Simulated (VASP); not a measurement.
# Al3Ga3As5P (P1) in VASP: a series of runs, part 2 of 2

VASP 6.6.1. The steps go on from the part before.

**3. Single point, PBE**

INCAR

```
SYSTEM = Al3Ga3As5P
  PREC = Accurate
  ENCUT = 520
  EDIFF = 1E-7
  ISMEAR = 0
  SIGMA = 0.1
  LREAL = Auto
  LASPH = .True.
  NELM = 80
  ALGO = Normal
  ISIF = 2
  LWAVE = .False.
  LCHARG = .False.
  GGA = PE
  NBANDS = 96
  ISYM = 0
```

KPOINTS

```
Automatic mesh
0
Gamma
  2 2 2
  0.5 0.5 0.5
```

POSCAR

```
Al3Ga3As5P
1.0
   -5.7075692169     -5.6199214723      0.0333845695
   -0.0334797616      5.6200166644      5.7062878159
   -5.7263165906      5.6720534155     -5.7248448054
Al P Ga As
6 2 6 10
Direct
   -0.0002915816     -0.0021854238      0.0079653437
    0.8337101168      0.1654050805      0.6683573562
    0.3314539716      0.1645928082      0.6643693507
    0.4997329110      0.4980714024      0.9996053053
    0.8334525290      0.6653487742      0.6684704086
    0.3314350949      0.6645452852      0.6645112722
    0.9987184788      0.4988054053      0.2498604088
    0.9991213607      0.9988743118      0.2501808778
    0.4994996336      0.9986503987      0.9989938429
    0.6729537721      0.3352537345      0.3315388798
    0.1591612321      0.3286368470      0.3288414780
    0.9988442316      0.4980141347      1.0068164775
    0.6730713341      0.8353240819      0.3315219027
    0.1590606586      0.8280264654      0.3290718702
    0.3294117037      0.1652836750      0.9158304710
    0.8349664760      0.1653569354      0.9191785051
    0.6666176725      0.3328512149      0.5838139569
    0.1637989680      0.3318773969      0.5803626793
    0.4988943335      0.4990812134      0.2491560884
    0.3308575633      0.6639703095      0.9157560066
    0.8334670260      0.6672269532      0.9194415747
    0.6664963991      0.8329205463      0.5837045035
    0.1637075353      0.8316314781      0.5806375800
    0.4987033705      0.9989027107      0.2493484809
```

Potentials or basis: VASP PAW PBE potentials, release 64 (Al, P, Ga_d, As).

Started as:

```
$ cat potpaw_PBE.64/Al/POTCAR potpaw_PBE.64/P/POTCAR potpaw_PBE.64/Ga_d/POTCAR potpaw_PBE.64/As/POTCAR > POTCAR
$ mpirun -np 1 vasp_std > vasp.out
```

OUTCAR:

```text
SYSTEM = Al3Ga3As5P
   PREC = Accurate
   ENCUT = 520
   EDIFF = 1E-7
   ISMEAR = 0
   LREAL = Auto
   LASPH = .True.
   NELM = 80
   ISIF = 2
   GGA = PE
   ISYM = 0

 ion  position               nearest neighbor table
   1  1.000  0.998  0.008-   8 2.39  16 2.46  21 2.47  15 2.48
   2  0.834  0.165  0.668-  17 2.46  18 2.47  22 2.47  16 2.48
   3  0.331  0.165  0.664-  18 2.46  23 2.47  17 2.47  15 2.49
   4  0.500  0.498  1.000-  20 2.46  21 2.46  19 2.47  15 2.47
   5  0.833  0.665  0.668-  22 2.46  23 2.47  17 2.47  21 2.48
   6  0.331  0.665  0.665-  23 2.46  18 2.47  22 2.47  20 2.48
[... 16 lines left out ...]
  23  0.164  0.832  0.581-   6 2.46   5 2.47   3 2.47  14 2.49
  24  0.499  0.999  0.249-   9 2.48  13 2.48  10 2.49  14 2.50

IMPORTANT INFORMATION: All symmetrisations will be switched off!
NOSYMM: (Re-)initialisation of all symmetry stuff for point group C_1.

----------------------------------------------------------------------------------------

                                     Primitive cell

  volume of cell :     554.1489

  direct lattice vectors                    reciprocal lattice vectors
    -5.707569217 -5.619921472  0.033384570    -0.116467069 -0.059312001  0.057731953
    -0.033479762  5.620016664  5.706287816    -0.057717018  0.059309188  0.116494128
    -5.726316591  5.672053415 -5.724844805    -0.058209110  0.058771059 -0.058224045

  length of vectors
     8.010054822  8.009209002  9.886189341     0.142882714  0.142897571  0.101155214

  position of ions in fractional coordinates (direct lattice)
     0.999708418  0.997814576  0.007965344
     0.833710117  0.165405081  0.668357356
     0.331453972  0.164592808  0.664369351
     0.499732911  0.498071402  0.999605305
     0.833452529  0.665348774  0.668470409
     0.331435095  0.664545285  0.664511272
[... 16 lines left out ...]
     0.163707535  0.831631478  0.580637580
     0.498703371  0.998902711  0.249348481

  ion indices of the primitive-cell ions
   primitive index   ion index
                 1           1
                 2           2
                 3           3
                 4           4
                 5           5
                 6           6
[... 16 lines left out ...]
                23          23
                24          24

----------------------------------------------------------------------------------------

 KPOINTS: Automatic mesh

Automatic generation of k-mesh.
 Grid dimensions read from file:
 generate k-points for:    2    2    2

 Generating k-lattice:

  Cartesian coordinates                     Fractional coordinates (reciprocal lattice)
    -0.058233534 -0.029656000  0.028865977     0.500000000  0.000000000 -0.000000000
    -0.028858509  0.029654594  0.058247064     0.000000000  0.500000000  0.000000000
    -0.029104555  0.029385530 -0.029112023     0.000000000  0.000000000  0.500000000

  Length of vectors
     0.071441357  0.071448785  0.050577607

  Shift w.r.t. Gamma in fractional coordinates (k-lattice)
     0.500000000  0.500000000  0.500000000

 Subroutine IBZKPT returns following result:
 ===========================================

 Found      4 irreducible k-points:

 Following reciprocal coordinates:
            Coordinates               Weight
  0.250000  0.250000  0.250000      2.000000
 -0.250000  0.250000  0.250000      2.000000
  0.250000 -0.250000  0.250000      2.000000
 -0.250000 -0.250000  0.250000      2.000000
   k-points           NKPTS =      4   k-points in BZ     NKDIM =      4   number of bands    NBANDS=     96
   number of dos      NEDOS =    301   number of ions     NIONS =     24
   total plane-waves  NPLWV = 288000
   dimension x,y,z NGX =    60 NGY =   60 NGZ =   80
   dimension x,y,z NGXF=   120 NGYF=  120 NGZF=  160
   ions per type =               6   2   6  10
   NGX,Y,Z   is equivalent  to a cutoff of  12.45, 12.45, 13.45 a.u.
   NGXF,Y,Z  is equivalent  to a cutoff of  24.91, 24.91, 26.91 a.u.
 SYSTEM =  Al3Ga3As5P
   PREC   = accura    normal or accurate (medium, high low for compatibility)
   ISTART =      0    job   : 0-new  1-cont  2-samecut
   ICHARG =      2    charge: 1-file 2-atom 10-const
   ISPIN  =      1    spin polarized calculation?
   LNONCOLLINEAR =      F non collinear calculations
   LSORBIT =      F    spin-orbit coupling
   LASPH  =      T    aspherical Exc in radial PAW
   ENCUT  =  520.0 eV  38.22 Ry    6.18 a.u.  14.89 14.89 18.38*2*pi/ulx,y,z
   NELM   =     80;   NELMIN=  2; NELMDL= -5     # of ELM steps
   EDIFF  = 0.1E-06   stopping-criterion for ELM
   LREAL  =      T    real-space projection
   EDIFFG = 0.1E-05   stopping-criterion for IOM
   NSW    =      0    number of steps for IOM
   IBRION =     -1    ionic relax: 0-MD 1-quasi-New 2-CG
   NFREE  =      0    steps in history (QN), initial steepest desc. (CG)
   ISIF   =      2    stress and relaxation
   ISYM   =      0    0-nonsym 1-usesym 2-fastsym
   POTIM  = 0.5000    time-step for ionic-motion
   TEBEG  =    0.0;   TEEND  =   0.0 temperature during run
   PSTRESS=    0.0 pullay stress
   NELECT =     156.0000    total number of electrons
   NUPDOWN=      -1.0000    fix difference up-down
   EMIN   =  10.00;   EMAX   =-10.00  energy-range for DOS
   EFERMI =   0.00;   METHOD = LEGACY
   ISMEAR =     0;   SIGMA  =   0.10  broadening in eV -4-tet -1-fermi 0-gaus
   EFERMI_NEDOS =   21; number of points for ismear=-14 and -15
   IALGO  =     38    algorithm
   IMIX   =      4    mixing-type and parameters
     AMIX     =   0.40;   BMIX     =  1.00
     AMIX_MAG =   1.60;   BMIX_MAG =  1.00
  volume/ion in A,a.u.               =      23.09       155.82
  Fermi-wavevector in a.u.,A,eV,Ry     =   1.072937  2.027557 15.662942  1.151194
  Thomas-Fermi vector in A             =   2.208722
   LORBIT       =      0    0 simple, 1 ext, 2 COOP (PROOUT), +10 PAW based schemes
   GGA     = PE    functional components
   LHFCALC =     F    Hartree Fock is set to
   AEXX    =    0.0000 exact exchange contribution
   IVDW    =     0    specifies the selected vdW correction
   LEPSILON=     F    determine dielectric tensor
   LRPA    =     F    only Hartree local field effects (RPA)
 non-spin polarized calculation
 Gauss-broadening in eV      SIGMA  =   0.10
  energy-cutoff  :      520.00
  volume of cell :      554.15
 maximum number of plane-waves:     14936
   NGX = 29   NGY = 29   NGZ = 37

 number of electron     155.9999983 magnetization

 Free energy of the ion-electron system (eV)
  ---------------------------------------------------
  ext. energy  EPLUGINS =         0.00000000
  ---------------------------------------------------
  free energy    TOTEN  =      -107.84674525 eV

  energy without entropy =     -107.84674525  energy(sigma->0) =     -107.84674525

 E-fermi :   3.9599     XC(G=0):  -9.1959

 val. band max:        3.4799076197   @ k =   0.2500  -0.2500   0.2500
 cond. band min:       5.1794555252   @ k =  -0.2500   0.2500   0.2500
 fundamental gap:      1.6995479055
 Fermi energy:         3.9598667920

 k-point     1 :       0.2500    0.2500    0.2500
  band No.  band energies     occupation
      1     -10.9462      2.00000
      2     -10.9352      2.00000
      3     -10.9255      2.00000
      4     -10.9185      2.00000
      5     -10.8911      2.00000
      6     -10.8842      2.00000
[... 82 lines left out ...]
     89       7.2285      0.00000
     90       7.2959      0.00000

 k-point     2 :      -0.2500    0.2500    0.2500
  band No.  band energies     occupation
      1     -10.9486      2.00000
      2     -10.9380      2.00000
      3     -10.9290      2.00000
      4     -10.9185      2.00000
      5     -10.8903      2.00000
      6     -10.8847      2.00000
[... 82 lines left out ...]
     89       6.6307      0.00000
     90       6.7853      0.00000

 k-point     3 :       0.2500   -0.2500    0.2500
  band No.  band energies     occupation
      1     -10.9486      2.00000
      2     -10.9380      2.00000
      3     -10.9290      2.00000
      4     -10.9185      2.00000
      5     -10.8903      2.00000
      6     -10.8847      2.00000
[... 82 lines left out ...]
     89       6.6741      0.00000
     90       6.8984      0.00000

 k-point     4 :      -0.2500   -0.2500    0.2500
  band No.  band energies     occupation
      1     -10.9462      2.00000
      2     -10.9352      2.00000
      3     -10.9255      2.00000
      4     -10.9185      2.00000
      5     -10.8911      2.00000
      6     -10.8842      2.00000
[... 82 lines left out ...]
     89       7.2127      0.00000
     90       7.2741      0.00000
 [bands above 90 left out]

------------------------ aborting loop because EDIFF is reached ----------------------------------------

  FORCE on cell =-STRESS in cart. coord.  units (eV):
  Direction    XX          YY          ZZ          XY          YZ          ZX
  --------------------------------------------------------------------------------------
  -------------------------------------------------------------------------------------
  Total        0.5469962      0.4791739      0.5637228      0.0037480     -0.0150597      0.0089921
  in kB        1.5814973      1.3854069      1.6298578      0.0108363     -0.0435413      0.0259984
  external PRESSURE =       1.5322540 kB  Pullay stress =       0.0000000 kB

 VOLUME and BASIS-vectors are now :
 -----------------------------------------------------------------------------
  energy-cutoff  :      520.00
  volume of cell :      554.15
      direct lattice vectors                 reciprocal lattice vectors
    -5.707569217 -5.619921472  0.033384570    -0.116467069 -0.059312001  0.057731953
    -0.033479762  5.620016664  5.706287816    -0.057717018  0.059309188  0.116494128
    -5.726316591  5.672053415 -5.724844805    -0.058209110  0.058771059 -0.058224045

 POSITION                                       TOTAL-FORCE (eV/Angst)
 -----------------------------------------------------------------------------------
     -5.78492      0.03463      5.68159        -0.010158      0.010732     -0.010817
     -8.59122      0.03515     -2.85456        -0.000213      0.003542     -0.003419
     -5.70170      2.83061     -2.85313         0.001555      0.001765      0.002169
     -8.59299      5.66052     -2.86376         0.001126      0.000680      0.004423
     -8.60714      2.84693     -0.00239        -0.000435      0.002119     -0.000051
     -5.71914      5.64126     -0.00107         0.000580     -0.001079      0.003171
[... 16 lines left out ...]
     -4.28713      7.04717      1.42693         0.001138      0.002636      0.001678
     -4.30768      4.22549      4.28919        -0.001966      0.001966     -0.002663
 -----------------------------------------------------------------------------------
    total drift:                                0.000598     -0.002850     -0.003636

  FREE ENERGIE OF THE ION-ELECTRON SYSTEM (eV)
  ---------------------------------------------------
  free  energy   TOTEN  =      -107.8467452465 eV

  energy  without entropy=     -107.8467452465  energy(sigma->0) =     -107.84674525
```

It took 6.5 min on 1 thread of Oxide Virtual Turin-like, shared host; peak memory 0.64 GiB.

What came out:

```yaml
Free_energy: -107.8467 eV
Pressure: 0.2 GPa
Largest_force: 0.018 eV/Å
Band_gap_on_the_k_mesh: 1.70 eV, indirect (least direct gap 1.98 eV)
```

Forces on the atoms (eV/Å):
```
Al  -0.010  0.011 -0.011
Al   0.000  0.004 -0.003
Al   0.002  0.002  0.002
Al   0.001  0.001  0.004
Al   0.000  0.002  0.000
Al   0.001 -0.001  0.003
P    0.001  0.000 -0.004
P    0.010 -0.009  0.004
Ga   0.000 -0.002  0.000
Ga  -0.007 -0.007  0.010
Ga   0.010  0.004 -0.001
Ga  -0.010  0.005 -0.007
Ga  -0.005 -0.007  0.010
Ga   0.013  0.005  0.002
As  -0.003  0.001  0.002
As  -0.002 -0.002  0.004
As   0.001  0.000 -0.002
As   0.000  0.003 -0.003
As   0.001 -0.006 -0.006
As   0.002 -0.006 -0.001
As   0.000 -0.001 -0.001
As  -0.002 -0.001 -0.002
As   0.001  0.003  0.002
As  -0.002  0.002 -0.003
```

Levels at points of the mesh, in eV from the valence-band top:
```csv
k point,band 75,band 76,band 77,band 78,band 79,band 80,band 81,band 82
"(0.25, 0.25, 0.25)",-0.83,-0.79,-0.49,-0.38,2.40,2.67,2.78,2.89
```
